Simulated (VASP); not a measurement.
Write the native input for VASP 6.6.1 that does the following.

```yaml
Task: single point
Functional: LDA
Potentials_or_basis: VASP PAW LDA potentials, release 64 (Cd_sv_GW, F)
Cutoff: 600 eV
k_mesh: 8 × 8 × 8
Occupations: gaussian, width 0.05 eV
Spin: no spin polarisation
Dipole_correction: no
Further_INCAR_settings: ALGO = Normal; EDIFF = 1e-06; NBANDS = 24
```

The structure of CdF2 lies in POSCAR:

```
CdF2
1.0
    0.0000000000      2.6940000000      2.6940000000
    2.6940000000      0.0000000000      2.6940000000
    2.6940000000      2.6940000000      0.0000000000
Cd F
1 2
Direct
    0.0281281451      0.0281281451      0.0281281451
    0.2500000000      0.2500000000      0.2500000000
    0.7500000000      0.7500000000      0.7500000000
```

This cell differs from its parent crystal: all Cd atoms moved +0.263 Å, as atom 1 along Cartesian [1 1 1].

The input as run:

INCAR

```
SYSTEM = CdF2
PREC = Accurate
ENCUT = 600
EDIFF = 1E-6
ISMEAR = 0
SIGMA = 0.05
LREAL = .FALSE.
LASPH = .TRUE.
NELM = 120
ALGO = Normal
ISIF = 2
LWAVE = .FALSE.
LCHARG = .TRUE.
LELF = .TRUE.
LVHAR = .TRUE.
NBANDS = 24
GGA_COMPAT = .FALSE.
```

KPOINTS

```
Automatic mesh
0
G
  8 8 8
  0 0 0
```

Potentials or basis: VASP PAW LDA potentials, release 64 (Cd_sv_GW, F).

Command:

```sh
$ cat potpaw_LDA.64/Cd_sv_GW/POTCAR potpaw_LDA.64/F/POTCAR > POTCAR
$ mpirun -np 1 vasp_std > vasp.out
```

Results of the run:

```
Pressure               : -2.2 GPa
Largest force          : 1.644 eV/Å
Band gap on the k mesh : 2.88 eV (least direct gap 3.34 eV)
```

Caveat: the cell differs from its parent crystal (all Cd atoms moved +0.263 Å, as atom 1 along Cartesian [1 1 1]); forces of over 1 eV/Å act on the atoms, so gaps and moduli don't describe the material at rest.

It took 51 s on 1 thread of Intel(R) Xeon(R) 6975P-C (Granite Rapids), on a shared host, peak memory 0.21 GiB.
